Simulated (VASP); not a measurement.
# OsPtC4N4 (P-43m) in VASP: relaxation of cell and atoms with PBE

Aim: the relaxation of cell and atoms of OsPtC4N4 with PBE.

Program: VASP 6.6.1. These are calculated values, not measurements. Logs are shortened: lines on timing, memory, paths and dates and some standing lists are left out, and cuts for length are marked.

### Step 1. The cell of the first run

Symmetry: P-43m, No. 215, cubic system. The conventional cell has a = 5.913 Å, b = 5.913 Å, c = 5.913 Å, α = 90.00°, β = 90.00°, γ = 90.00°. Within 2.5 Å of Os (site symmetry -43m) lie 4 C at 1.92 Å. Pt (site symmetry -43m) has 4 N at 2.02 Å within 2.7 Å. C (site symmetry 3m) has 1 N at 1.19 Å within 1.6 Å. N (site symmetry 3m) has 1 C at 1.19 Å within 1.6 Å.

### Step 2. Relaxation of cell and atoms, PBE

INCAR

```
SYSTEM = OsPtC4N4
PREC = Accurate
ENCUT = 600
EDIFF = 1E-7
ISMEAR = 0
SIGMA = 0.01
LREAL = .False.
LASPH = .True.
NELM = 60
ALGO = Normal
ISIF = 3
LWAVE = .False.
LCHARG = .False.
GGA = PE
IBRION = 2
NSW = 100
EDIFFG = -0.01
```

KPOINTS

```
regular mesh
0
Gamma
  6 6 6
  0 0 0
```

POSCAR

```
OsPtC4N4
1.0
    5.9133834355      0.0000000000      0.0000000000
    0.0000000000      5.9133834355      0.0000000000
    0.0000000000      0.0000000000      5.9133834355
Os Pt C N
1 1 4 4
Direct
    0.0000000000      0.0000000000      0.0000000000
    0.5000000000      0.5000000000      0.5000000000
    0.1870586971      0.1870586971      0.1870586971
    0.1870586971      0.8129413029      0.8129413029
    0.8129413029      0.1870586971      0.8129413029
    0.8129413029      0.8129413029      0.1870586971
    0.3031765183      0.3031765183      0.3031765183
    0.3031765183      0.6968234817      0.6968234817
    0.6968234817      0.3031765183      0.6968234817
    0.6968234817      0.6968234817      0.3031765183
```

Potentials or basis: VASP PAW PBE potentials, release 64 (Os, Pt, C, N).

Command:

```console
cat potpaw_PBE.64/Os/POTCAR potpaw_PBE.64/Pt/POTCAR potpaw_PBE.64/C/POTCAR potpaw_PBE.64/N/POTCAR > POTCAR
mpirun -np 1 vasp_std > vasp.out
```

OUTCAR:

```text
SYSTEM = OsPtC4N4
   PREC = Accurate
   ENCUT = 600
   EDIFF = 1E-7
   ISMEAR = 0
   LREAL = .False.
   LASPH = .True.
   NELM = 60
   ISIF = 3
   GGA = PE
   IBRION = 2
   NSW = 100
   EDIFFG = -0.01

 ion  position               nearest neighbor table
   1  0.000  0.000  0.000-   3 1.92   4 1.92   5 1.92   6 1.92
   2  0.500  0.500  0.500-   7 2.02   8 2.02   9 2.02  10 2.02
   3  0.187  0.187  0.187-   7 1.19   1 1.92
   4  0.187  0.813  0.813-   8 1.19   1 1.92
   5  0.813  0.187  0.813-   9 1.19   1 1.92
   6  0.813  0.813  0.187-  10 1.19   1 1.92
   7  0.303  0.303  0.303-   3 1.19   2 2.02
   8  0.303  0.697  0.697-   4 1.19   2 2.02
   9  0.697  0.303  0.697-   5 1.19   2 2.02
  10  0.697  0.697  0.303-   6 1.19   2 2.02

  LATTYP: Found a simple cubic cell.
 ALAT       =     5.9133834355

  Lattice vectors:

 A1 = (   5.9133834355,   0.0000000000,   0.0000000000)
 A2 = (   0.0000000000,   5.9133834355,   0.0000000000)
 A3 = (   0.0000000000,   0.0000000000,   5.9133834355)

Analysis of symmetry for initial positions (statically):
=====================================================================
 Subroutine PRICEL returns:
 Original cell was already a primitive cell.

 Routine SETGRP: Setting up the symmetry group for a
 simple cubic supercell.

 Subroutine GETGRP returns: Found 24 space group operations
 (whereof 24 operations were pure point group operations)
 out of a pool of 48 trial point group operations.

The static configuration has the point symmetry T_d .

Analysis of symmetry for dynamics (positions and initial velocities):
=====================================================================
 Subroutine PRICEL returns:
 Original cell was already a primitive cell.

 Routine SETGRP: Setting up the symmetry group for a
 simple cubic supercell.

 Subroutine GETGRP returns: Found 24 space group operations
 (whereof 24 operations were pure point group operations)
 out of a pool of 48 trial point group operations.

The dynamic configuration has the point symmetry T_d .

 Subroutine INISYM returns: Found 24 space group operations
 (whereof 24 operations are pure point group operations),
 and found     1 'primitive' translations

----------------------------------------------------------------------------------------
[... 103 lines left out ...]
   NELM   =     60;   NELMIN=  2; NELMDL= -5     # of ELM steps
   EDIFF  = 0.1E-06   stopping-criterion for ELM
   LREAL  =      F    real-space projection
   EDIFFG = -.1E-01   stopping-criterion for IOM
   NSW    =    100    number of steps for IOM
   IBRION =      2    ionic relax: 0-MD 1-quasi-New 2-CG
   NFREE  =      1    steps in history (QN), initial steepest desc. (CG)
   ISIF   =      3    stress and relaxation
   ISYM   =      2    0-nonsym 1-usesym 2-fastsym
   POTIM  = 0.5000    time-step for ionic-motion
   TEBEG  =    0.0;   TEEND  =   0.0 temperature during run
   PSTRESS=    0.0 pullay stress
   NELECT =      54.0000    total number of electrons
   NUPDOWN=      -1.0000    fix difference up-down
   EMIN   =  10.00;   EMAX   =-10.00  energy-range for DOS
   EFERMI =   0.00;   METHOD = LEGACY
   ISMEAR =     0;   SIGMA  =   0.01  broadening in eV -4-tet -1-fermi 0-gaus
   EFERMI_NEDOS =   21; number of points for ismear=-14 and -15
   IALGO  =     38    algorithm
   IMIX   =      4    mixing-type and parameters
     AMIX     =   0.40;   BMIX     =  1.00
     AMIX_MAG =   1.60;   BMIX_MAG =  1.00
  volume/ion in A,a.u.               =      20.68       139.54
  Fermi-wavevector in a.u.,A,eV,Ry     =   1.046414  1.977435 14.898127  1.094981
  Thomas-Fermi vector in A             =   2.181251
   LORBIT       =      0    0 simple, 1 ext, 2 COOP (PROOUT), +10 PAW based schemes
   GGA     = PE    functional components
   LHFCALC =     F    Hartree Fock is set to
   AEXX    =    0.0000 exact exchange contribution
   IVDW    =     0    specifies the selected vdW correction
   LEPSILON=     F    determine dielectric tensor
   LRPA    =     F    only Hartree local field effects (RPA)
 conjugate gradient relaxation of ions
 non-spin polarized calculation
 Gauss-broadening in eV      SIGMA  =   0.01
  energy-cutoff  :      600.00
  volume of cell :      206.78
 maximum number of plane-waves:      6931
 NGX is ok and might be reduce to    48
   NGX = 23   NGY = 23   NGZ = 23

--------------------------------------- Ionic step        1  -------------------------------------------

 number of electron      54.0000003 magnetization

 Free energy of the ion-electron system (eV)
  ---------------------------------------------------
  ext. energy  EPLUGINS =         0.00000000
  ---------------------------------------------------
  free energy    TOTEN  =       -79.55772830 eV

  energy without entropy =      -79.55772830  energy(sigma->0) =      -79.55772830

------------------------ aborting loop because EDIFF is reached ----------------------------------------

  FORCE on cell =-STRESS in cart. coord.  units (eV):
  Direction    XX          YY          ZZ          XY          YZ          ZX
  --------------------------------------------------------------------------------------
  -------------------------------------------------------------------------------------
  Total        0.6291878      0.6291878      0.6291878     -0.0000000      0.0000000     -0.0000000
  in kB        4.8750911      4.8750911      4.8750911     -0.0000000      0.0000000     -0.0000000
  external PRESSURE =       4.8750911 kB  Pullay stress =       0.0000000 kB
[... 113 lines left out ...]
  FREE ENERGIE OF THE ION-ELECTRON SYSTEM (eV)
  ---------------------------------------------------
  free  energy   TOTEN  =       -79.5589925020 eV

  energy  without entropy=      -79.5589925020  energy(sigma->0) =      -79.55899250

[... ionic steps 4 to 7 ...]

--------------------------------------- Ionic step        8  -------------------------------------------

 number of electron      54.0000004 magnetization

------------------------ aborting loop because EDIFF is reached ----------------------------------------
[... 83 lines left out ...]
--------------------------------------- Ionic step       10  -------------------------------------------

 number of electron      54.0000004 magnetization

 Free energy of the ion-electron system (eV)
  ---------------------------------------------------
  ext. energy  EPLUGINS =         0.00000000
  ---------------------------------------------------
  free energy    TOTEN  =       -79.56026898 eV

  energy without entropy =      -79.56026898  energy(sigma->0) =      -79.56026898

 E-fermi :  -0.0351     XC(G=0):  -7.4933

 val. band max:       -0.1060238676   @ k =   0.5000   0.0000   0.0000
 cond. band min:       0.1118474750   @ k =   0.5000   0.3333   0.0000
 fundamental gap:      0.2178713426
 Fermi energy:        -0.0350527590

 k-point     1 :       0.0000    0.0000    0.0000
  band No.  band energies     occupation
      1     -18.3275      2.00000
      2     -18.1906      2.00000
      3     -18.1906      2.00000
      4     -18.1906      2.00000
      5      -9.6527      2.00000
      6      -8.7240      2.00000
[... 746 lines left out ...]
  FREE ENERGIE OF THE ION-ELECTRON SYSTEM (eV)
  ---------------------------------------------------
  free  energy   TOTEN  =       -79.5602689799 eV

  energy  without entropy=      -79.5602689799  energy(sigma->0) =      -79.56026898

 reached required accuracy - stopping structural energy minimisation
```

It took 11 min on 1 thread of Intel Xeon Platinum 8488C (Sapphire Rapids), shared host; peak memory 0.46 GiB.

What came out:

```yaml
Free_energy: -79.5603 eV
Relaxed_volume: 20.73 Å³/atom
Relaxed_cell: a = 5.918 Å, b = 5.918 Å, c = 5.918 Å, α = 90.00°, β = 90.00°, γ = 90.00°
Space_group_after_relaxing_to_0.1_Å: P-43m (No. 215)
Energy_gained_by_relaxing: 0.3 meV/atom
Ionic_steps: 10
Pressure_after_relaxing: 0.0 GPa
Largest_force_after_relaxing: 0.010 eV/Å
Band_gap_on_the_k_mesh: 0.22 eV (least direct gap 0.44 eV)
```

Forces on the atoms (eV/Å):
```
Os   0.000  0.000  0.000
Pt   0.000  0.000  0.000
C    0.006  0.006  0.006
C    0.006 -0.006 -0.006
C   -0.006  0.006 -0.006
C   -0.006 -0.006  0.006
N   -0.002 -0.002 -0.002
N   -0.002  0.002  0.002
N    0.002 -0.002  0.002
N    0.002  0.002 -0.002
```

The path:
```
step  energy change (eV)  largest force (eV/Å)  pressure (GPa)  volume (Å³)
   1              0.0000                0.2562            0.49       206.78
   2              0.0545                1.5647           -1.94       208.67
   3             -0.0013                0.1440            0.15       207.02
   4             -0.0021                0.0583           -0.19       207.89
   5             -0.0024                0.0137           -0.07       207.58
   6             -0.0025                0.0460            0.03       207.38
   7             -0.0025                0.0388            0.01       207.42
   8             -0.0025                0.0213            0.02       207.37
   9             -0.0025                0.0132            0.02       207.34
  10             -0.0025                0.0099            0.02       207.29
```

Final structure:
```cif
data_structure
_symmetry_space_group_name_H-M 'P 1'
_symmetry_Int_Tables_number 1
_cell_length_a 5.9182
_cell_length_b 5.9182
_cell_length_c 5.9182
_cell_angle_alpha 90.000
_cell_angle_beta 90.000
_cell_angle_gamma 90.000
_cell_volume 207.29
loop_
_atom_site_label
_atom_site_type_symbol
_atom_site_fract_x
_atom_site_fract_y
_atom_site_fract_z
_atom_site_occupancy
Os1 Os 0.00000 0.00000 0.00000 1
Pt1 Pt 0.50000 0.50000 0.50000 1
C1 C 0.18736 0.18736 0.18736 1
C2 C 0.18736 0.81264 0.81264 1
C3 C 0.81264 0.18736 0.81264 1
C4 C 0.81264 0.81264 0.18736 1
N1 N 0.30361 0.30361 0.30361 1
N2 N 0.30361 0.69639 0.69639 1
N3 N 0.69639 0.30361 0.69639 1
N4 N 0.69639 0.69639 0.30361 1
```

Caveat: spin-orbit coupling is left out, which moves the levels of the heavy elements.
